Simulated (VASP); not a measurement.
MoS2:

```
Mo S
1.0
     3.16900    0.00000    0.00000
    -1.58450    2.74443    0.00000
     0.00000    0.00000   12.32400
Mo S
2 4
Direct
  0.66667 0.33333 0.75000
  0.33333 0.66667 0.25000
  0.66667 0.33333 0.37700
  0.33333 0.66667 0.87700
  0.66667 0.33333 0.12300
  0.33333 0.66667 0.62300
```

* Program: VASP 6.6.1
* Task: relaxation of cell and atoms
* Functional: revPBE
* Dispersion: D4
* Potentials or basis: VASP PAW PBE potentials, release 64 (Mo_sv, S)
* Cutoff: 600 eV
* k mesh: 10 × 10 × 3
* Occupations: fermi-dirac, width 0.05 eV
* Spin: no spin polarisation

At the start: pressure -3.4 GPa; volume 17.86 Å³/atom.

Q: How do energy, volume and symmetry change on relaxing?

A: Over 18 steps the energy falls by 11.5 meV/atom and the volume is 16.77 Å³/atom (-6.1 %); space group P6_3/mmc (No. 194, to 0.1 Å) before and after.

The path:
| step | energy change (eV) | largest force (eV/Å) | pressure (GPa) | volume (Å³) |
| --- | --- | --- | --- | --- |
| 1 | 0.0000 | 0.0653 | -3.35 | 107.18 |
| 2 | 0.0384 | 0.9234 | 5.69 | 101.49 |
| 3 | -0.0243 | 0.2968 | -0.13 | 104.95 |
| 4 | -0.0361 | 0.1564 | -0.10 | 104.08 |
| 5 | -0.0386 | 0.0884 | -0.08 | 103.66 |
| 6 | -0.0371 | 0.0462 | -0.02 | 102.81 |
| 7 | -0.0390 | 0.0529 | -0.07 | 103.43 |
| 8 | -0.0491 | 0.0495 | 0.00 | 102.79 |
| 9 | -0.0675 | 0.0351 | 0.35 | 100.86 |
| 10 | -0.0688 | 0.0249 | 0.51 | 100.18 |
| 11 | -0.0688 | 0.0276 | 0.47 | 100.33 |
| 12 | -0.0672 | 0.1234 | -1.03 | 101.12 |
| 13 | -0.0692 | 0.0221 | -0.02 | 100.59 |
| 14 | -0.0692 | 0.0203 | -0.02 | 100.58 |
| 15 | -0.0692 | 0.0182 | 0.00 | 100.57 |
| 16 | -0.0692 | 0.0192 | 0.01 | 100.57 |
| 17 | -0.0693 | 0.0062 | 0.03 | 100.62 |
| 18 | -0.0693 | 0.0065 | 0.01 | 100.60 |

Final structure:
```
Mo S
1.0
     3.13598    0.00000    0.00000
    -1.56799    2.71584    0.00000
     0.00000    0.00000   11.81138
Mo S
2 4
Direct
  0.66667 0.33333 0.75000
  0.33333 0.66667 0.25000
  0.66667 0.33333 0.38258
  0.33333 0.66667 0.88258
  0.66667 0.33333 0.11742
  0.33333 0.66667 0.61742
```

Caveat: the PAW data sets were made with another functional, which shifts forces and pressure a little.
